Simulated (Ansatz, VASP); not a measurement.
# Si3Sn in VASP and in Ansatz

```
CELL_PARAMETERS angstrom
2.32438 -2.32450 0.00000
2.32438 2.32450 0.00000
0.00000 0.00000 6.78500
ATOMIC_POSITIONS crystal
Si 0.00000 0.00000 0.68470
Si 0.00000 0.00000 0.31530
Si 0.50000 0.50000 0.50000
Sn 0.50000 0.50000 0.00000
```

Alike in both runs: task relaxation of cell and atoms; functional PBE; k mesh 14 × 14 × 8; occupations gaussian, width 0.1 eV; no spin polarisation.

|  | VASP | Ansatz |
| --- | --- | --- |
| version | VASP 6.6.1 | Ansatz 0.2.0 |
| potentials or method | VASP PAW PBE potentials, release 64 (Si, Sn_d), cutoff 600 eV | scalar-relativistic, plane waves, PAW |
| valence electrons in the cell | 26 | 26 |

Ansatz gave:

- gap on the k mesh at the Fermi level, each at its own relaxed structure (eV): none
- relaxed volume (Å³/atom): 18.27
- relaxed length of the cell vector where the two differ most in proportion (Å): 3.284

Task: Which values does VASP return?

Result: gap on the k mesh at the Fermi level, each at its own relaxed structure (eV): none; relaxed volume (Å³/atom): 18.26; relaxed length of the cell vector where the two differ most in proportion (Å): 3.282.

A gap of «none» marks a metal or a gap that the smearing closes. Ansatz's warnings: near symmetry operations not taken.

Noted on VASP's run: too few bands were computed for a metal, which touches its energy and stress.
